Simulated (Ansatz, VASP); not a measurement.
# One calculation of AlN, two programs

```
Al N
1.0
     0.00000    2.22334    2.22334
     2.22334    0.00000    2.22334
     2.22334    2.22334    0.00000
Al N
1 1
Direct
  0.00000 0.00000 0.00000
  0.25000 0.25000 0.25000
```

Alike in both runs: task single point; functional PBE; k mesh 8 × 8 × 8; no spin polarisation.

|  | VASP | Ansatz |
| --- | --- | --- |
| version | VASP 6.6.1 | Ansatz 0.2.0 |
| potentials or method | VASP PAW PBE potentials, release 64 (Al, N) | plane waves, PAW |
| plane-wave cutoff (eV) | 520 | 420 |
| occupations | gaussian, width 0.01 eV | fixed |
| valence electrons in the cell | 8 | 8 |

VASP gave:

| Quantity | Value |
| --- | --- |
| gap on the k mesh at the Fermi level (eV) | 3.29 |
| pressure (GPa) | -5.6 |

Estimate Ansatz's values.

gap on the k mesh at the Fermi level (eV): 3.29; pressure (GPa): -5.4.
